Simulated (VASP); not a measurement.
# Ga (P6_3/mmc) in VASP: a series of runs

Runs on Ga. Level: BLYP. Tasks: single point.

Program: VASP 6.6.1. These are calculated values, not measurements. Logs are shortened: lines on timing, memory, paths and dates and some standing lists are left out, and cuts for length are marked.

## (1) The cell of the first run

The structure is hexagonal, space group P6_3/mmc (No. 194). The conventional cell has a = 3.070 Å, b = 3.070 Å, c = 4.738 Å, α = 90.00°, β = 90.00°, γ = 120.00°. Within 3.9 Å of Ga (site symmetry -6m2) lie 12 Ga at 2.96 to 3.07 Å.

## (2) Single point, BLYP (volume scaled by 0.88)

File INCAR:

```
AGGAC = 1.0 ; AGGAX = 1.0
ALDAC = 0.0 ; ALDAX = 1.0
ALGO = Normal ; EDIFF = 1E-7
ENCUT = 520 ; GGA = B5
ISIF = 2 ; ISMEAR = -1
LASPH = T ; LCHARG = F
LREAL = F ; LWAVE = F
NBANDS = 20 ; NELM = 100
PREC = Accurate ; SIGMA = 0.1
```

File KPOINTS:

```
k-points
0
Gamma
  13 13 7
```

File POSCAR:

```
Ga
1.0
    3.0701907614      0.0000000000      0.0000000000
   -1.5350953807      2.6588631938      0.0000000000
    0.0000000000      0.0000000000      4.7378560093
Ga
2
Direct
    0.3333333333      0.6666666667      0.2500000000
    0.6666666667      0.3333333333      0.7500000000
```

Potentials or basis: VASP PAW PBE potentials, release 64 (Ga_d).

The run is started by

```bash
cat potpaw_PBE.64/Ga_d/POTCAR > POTCAR
mpirun -np 1 vasp_std > vasp.out
```

OUTCAR:

```text
EDIFF = 1E-7
   ENCUT = 520
   GGA = B5
   ISIF = 2
   ISMEAR = -1
   LASPH = T
   LREAL = F
   NELM = 100
   PREC = Accurate

 ion  position               nearest neighbor table
   1  0.333  0.667  0.250-
   2  0.667  0.333  0.750-

  LATTYP: Found a hexagonal cell.
 ALAT       =     3.0701907614
 C/A-ratio  =     1.5431796841

  Lattice vectors:

 A1 = (   3.0701907614,   0.0000000000,   0.0000000000)
 A2 = (  -1.5350953807,   2.6588631938,   0.0000000000)
 A3 = (   0.0000000000,   0.0000000000,   4.7378560093)

Analysis of symmetry for initial positions (statically):
=====================================================================
 Subroutine PRICEL returns:
 Original cell was already a primitive cell.

 Routine SETGRP: Setting up the symmetry group for a
 hexagonal supercell.

 Subroutine GETGRP returns: Found 24 space group operations
 (whereof 12 operations were pure point group operations)
 out of a pool of 24 trial point group operations.

The static configuration has the point symmetry D_3d.
 The point group associated with its full space group is D_6h.

Analysis of symmetry for dynamics (positions and initial velocities):
=====================================================================
 Subroutine PRICEL returns:
 Original cell was already a primitive cell.

 Routine SETGRP: Setting up the symmetry group for a
 hexagonal supercell.

 Subroutine GETGRP returns: Found 24 space group operations
 (whereof 12 operations were pure point group operations)
 out of a pool of 24 trial point group operations.

The dynamic configuration has the point symmetry D_3d.
 The point group associated with its full space group is D_6h.

 Subroutine INISYM returns: Found 24 space group operations
 (whereof 12 operations are pure point group operations),
 and found     1 'primitive' translations

----------------------------------------------------------------------------------------

                                     Primitive cell

[... 73 lines left out ...]
   number of dos      NEDOS =    301   number of ions     NIONS =      2
   total plane-waves  NPLWV =  20736
   dimension x,y,z NGX =    24 NGY =   24 NGZ =   36
   dimension x,y,z NGXF=    48 NGYF=   48 NGZF=   72
   ions per type =               2
   NGX,Y,Z   is equivalent  to a cutoff of  13.00, 13.00, 12.63 a.u.
   NGXF,Y,Z  is equivalent  to a cutoff of  25.99, 25.99, 25.26 a.u.
 SYSTEM =  unknown system
   PREC   = accura    normal or accurate (medium, high low for compatibility)
   ISTART =      0    job   : 0-new  1-cont  2-samecut
   ICHARG =      2    charge: 1-file 2-atom 10-const
   ISPIN  =      1    spin polarized calculation?
   LNONCOLLINEAR =      F non collinear calculations
   LSORBIT =      F    spin-orbit coupling
   LASPH  =      T    aspherical Exc in radial PAW
   ENCUT  =  520.0 eV  38.22 Ry    6.18 a.u.   5.71  5.71  8.81*2*pi/ulx,y,z
   NELM   =    100;   NELMIN=  2; NELMDL= -5     # of ELM steps
   EDIFF  = 0.1E-06   stopping-criterion for ELM
   LREAL  =      F    real-space projection
   EDIFFG = 0.1E-05   stopping-criterion for IOM
   NSW    =      0    number of steps for IOM
   IBRION =     -1    ionic relax: 0-MD 1-quasi-New 2-CG
   NFREE  =      0    steps in history (QN), initial steepest desc. (CG)
   ISIF   =      2    stress and relaxation
   ISYM   =      2    0-nonsym 1-usesym 2-fastsym
   POTIM  = 0.5000    time-step for ionic-motion
   TEBEG  =    0.0;   TEEND  =   0.0 temperature during run
   PSTRESS=    0.0 pullay stress
   NELECT =      26.0000    total number of electrons
   NUPDOWN=      -1.0000    fix difference up-down
   EMIN   =  10.00;   EMAX   =-10.00  energy-range for DOS
   EFERMI =   0.00;   METHOD = LEGACY
   ISMEAR =    -1;   SIGMA  =   0.10  broadening in eV -4-tet -1-fermi 0-gaus
   EFERMI_NEDOS =   21; number of points for ismear=-14 and -15
   IALGO  =     38    algorithm
   IMIX   =      4    mixing-type and parameters
     AMIX     =   0.40;   BMIX     =  1.00
     AMIX_MAG =   1.60;   BMIX_MAG =  1.00
  volume/ion in A,a.u.               =      19.34       130.50
  Fermi-wavevector in a.u.,A,eV,Ry     =   1.434118  2.710090 27.983025  2.056694
  Thomas-Fermi vector in A             =   2.553562
   LORBIT       =      0    0 simple, 1 ext, 2 COOP (PROOUT), +10 PAW based schemes
   GGA     = B5    functional components
   LHFCALC =     F    Hartree Fock is set to
   AEXX    =    0.0000 exact exchange contribution
   IVDW    =     0    specifies the selected vdW correction
   LEPSILON=     F    determine dielectric tensor
   LRPA    =     F    only Hartree local field effects (RPA)
 non-spin polarized calculation
  energy-cutoff  :      520.00
  volume of cell :       38.68
 maximum number of plane-waves:      1085
 NGX is ok and might be reduce to    24
   NGX = 11   NGY = 11   NGZ = 17

 number of electron      25.9999985 magnetization

 Free energy of the ion-electron system (eV)
  ---------------------------------------------------
  ext. energy  EPLUGINS =         0.00000000
  ---------------------------------------------------
  free energy    TOTEN  =        -4.17313426 eV

  energy without entropy =       -4.14543335  energy(sigma->0) =       -4.15928380

 E-fermi :   5.7837     XC(G=0): -10.3399

 val. band max:        5.7816005457   @ k =   0.2308   0.2308   0.4286
 cond. band min:       5.7993756690   @ k =   0.3077   0.1538   0.4286
 fundamental gap:      0.0177751233
 Fermi energy:         5.7837091622

 k-point     1 :       0.0000    0.0000    0.0000
  band No.  band energies     occupation
      1      -9.2672      2.00000
      2      -9.1884      2.00000
      3      -9.1884      2.00000
      4      -9.1733      2.00000
      5      -9.1639      2.00000
      6      -9.1639      2.00000
[... 541 lines left out ...]
     19      17.7664      0.00000
     20      20.4138      0.00000

 [... further k-points ...]
[... 5 lines left out ...]
  --------------------------------------------------------------------------------------
  -------------------------------------------------------------------------------------
  Total        1.2227749      1.2227749      1.2363575      0.0000000      0.0000000      0.0000000
  in kB       50.6540165     50.6540165     51.2166801      0.0000000      0.0000000      0.0000000
  external PRESSURE =      50.8415710 kB  Pullay stress =       0.0000000 kB

 VOLUME and BASIS-vectors are now :
 -----------------------------------------------------------------------------
  energy-cutoff  :      520.00
  volume of cell :       38.68
      direct lattice vectors                 reciprocal lattice vectors
     3.070190761  0.000000000  0.000000000     0.325712660  0.188050292  0.000000000
    -1.535095381  2.658863194  0.000000000     0.000000000  0.376100584  0.000000000
     0.000000000  0.000000000  4.737856009     0.000000000  0.000000000  0.211065933

 POSITION                                       TOTAL-FORCE (eV/Angst)
 -----------------------------------------------------------------------------------
     -0.00000      1.77258      1.18446         0.000000      0.000000      0.000000
      1.53510      0.88629      3.55339        -0.000000     -0.000000      0.000000
 -----------------------------------------------------------------------------------
    total drift:                                0.000000     -0.000000      0.000000

  FREE ENERGIE OF THE ION-ELECTRON SYSTEM (eV)
  ---------------------------------------------------
  free  energy   TOTEN  =        -4.1731342569 eV

  energy  without entropy=       -4.1454333468  energy(sigma->0) =       -4.15928380
```

stdout:

```text
POSCAR found type information on POSCAR Ga
 POSCAR found :  1 types and       2 ions
 scaLAPACK will be used
 -----------------------------------------------------------------------------
|                                                                             |
|                                                                             |
|     You enforced a specific xc type in the INCAR file but a different       |
|     I HOPE YOU KNOW WHAT YOU ARE DOING!                                     |
|                                                                             |
 -----------------------------------------------------------------------------

 LDA part: xc-table for (Slater(with rela. corr.)+VWN5), standard interpolation
 POSCAR, INCAR and KPOINTS ok, starting setup
 FFT: planning ... GRIDC
 FFT: planning ... GRID_SOFT
 FFT: planning ... GRID
 WAVECAR not read
 entering main loop
```

It took 25 s on 1 thread of Intel Xeon 6975P-C (Granite Rapids), shared host; peak memory 0.18 GiB.

Results:

```
Free energy            : -4.1731 eV
Pressure               : 5.1 GPa
Band gap on the k mesh : zero (band 13 reaches 9.39 eV, above the bottom of band 14 at 3.41 eV)
```

Caveat: the cell differs from its parent crystal (volume scaled by 0.88); the PAW data sets were made with another functional, which shifts forces and pressure a little.

## (3) Single point, BLYP

This run uses another cell than the first one, of 21.98 Å³/atom, 1.136 times its volume.

File INCAR:

```
SYSTEM = Ga
  AGGAC = 1.0
  AGGAX = 1.0
  ALDAC = 0.0
  ALDAX = 1.0
  ALGO = Normal
  EDIFF = 1E-7
  ENCUT = 520
  GGA = B5
  ISIF = 2
  ISMEAR = -1
  LASPH = .True.
  LCHARG = .False.
  LREAL = .False.
  LWAVE = .False.
  NBANDS = 20
  NELM = 60
  PREC = Accurate
  SIGMA = 0.1
```

File KPOINTS:

```
k-points
0
Gamma
  12 12 7
  0 0 0
```

File POSCAR:

```
Ga
1.0
    3.2038423401      0.0000000000      0.0000000000
   -1.6019211701      2.7746088562      0.0000000000
    0.0000000000      0.0000000000      4.9441044102
Ga
2
Direct
    0.3333333333      0.6666666667      0.2500000000
    0.6666666667      0.3333333333      0.7500000000
```

Potentials or basis: VASP PAW PBE potentials, release 64 (Ga_d).

The run is started by

```bash
cat potpaw_PBE.64/Ga_d/POTCAR > POTCAR
mpirun -np 1 vasp_std > vasp.out
```

Run time: 22 s. Hardware: 1 thread of Intel Xeon 6975P-C (Granite Rapids), shared host; peak memory 0.18 GiB.

It converged, with:

| Item | Value |
| --- | --- |
| Free energy | -4.2495 eV |
| Pressure | 0.0 GPa |
| Band gap on the k mesh | zero (band 13 reaches 7.79 eV, above the bottom of band 14 at 2.57 eV) |

Levels at points of the mesh, in eV from the Fermi level:
| k point | band 11 | band 12 | band 13 | band 14 | band 15 | band 16 |
| --- | --- | --- | --- | --- | --- | --- |
| (0.00, 0.00, 0.00) | -9.96 | -4.35 | -2.93 | 7.56 | 7.56 | 9.51 |
| (0.50, 0.00, 0.00) | -5.64 | -4.48 | 0.10 | 0.99 | 1.14 | 3.32 |

Caveat: the PAW data sets were made with another functional, which shifts forces and pressure a little.

## (4) Single point, BLYP (volume scaled by 0.92)

File INCAR:

```
SYSTEM = Ga
PREC = Accurate ; ENCUT = 520
EDIFF = 1E-6 ; ISMEAR = -1
SIGMA = 0.1 ; LREAL = .FALSE.
LASPH = .TRUE. ; NELM = 100
ALGO = Normal ; ISIF = 2
LWAVE = .FALSE. ; LCHARG = .TRUE.
GGA = B5 ; ALDAX = 1.0
AGGAX = 1.0 ; AGGAC = 1.0
ALDAC = 0.0 ; LELF = .TRUE.
LVHAR = .TRUE. ; NBANDS = 20
```

File KPOINTS:

```
Automatic mesh
0
G
  13 13 7
  0 0 0
```

File POSCAR:

```
Ga
1.0
    3.1160212609      0.0000000000      0.0000000000
   -1.5580106305      2.6985535707      0.0000000000
    0.0000000000      0.0000000000      4.8085807050
Ga
2
Direct
    0.3333333333      0.6666666667      0.2500000000
    0.6666666667      0.3333333333      0.7500000000
```

The run is started by

```bash
cat potpaw_PBE.64/Ga_d/POTCAR > POTCAR
mpirun -np 1 vasp_std > vasp.out
```

Run time: 19 s. Hardware: 1 thread of Intel Xeon 6975P-C (Granite Rapids), shared host; peak memory 0.18 GiB.

The run converged. Its results:

```
Free energy            : -4.2173 eV
Pressure               : 2.9 GPa
Band gap on the k mesh : zero (band 13 reaches 8.80 eV, above the bottom of band 14 at 3.13 eV)
```

Levels at points of the mesh, in eV from the Fermi level:
| k point | band 11 | band 12 | band 13 | band 14 | band 15 | band 16 |
| --- | --- | --- | --- | --- | --- | --- |
| (0.00, 0.00, 0.00) | -10.53 | -4.35 | -3.27 | 8.14 | 8.14 | 10.22 |

Caveat: the cell differs from its parent crystal (volume scaled by 0.92); the PAW data sets were made with another functional, which shifts forces and pressure a little.

## (5) Overview

```csv
cell,k mesh,gap on the mesh (eV),pressure (GPa)
"a = 3.070, b = 3.070, c = 4.738 Å, angles 90.0, 90.0, 120.0°, 2 atoms",13 × 13 × 7,none,5.1
"a = 3.204, b = 3.204, c = 4.944 Å, angles 90.0, 90.0, 120.0°, 2 atoms",12 × 12 × 7,none,0.0
"a = 3.116, b = 3.116, c = 4.809 Å, angles 90.0, 90.0, 120.0°, 2 atoms",13 × 13 × 7,none,2.9
```

Alike in all rows: task single point; level BLYP; potentials or basis VASP PAW PBE potentials, release 64 (Ga_d); no spin polarisation; cutoff (eV) 520; smearing fermi-dirac 0.1 eV.

Caveats: the PAW data sets were made with another functional, which shifts forces and pressure a little.

Absolute energies hang on the potentials; compare differences alone.
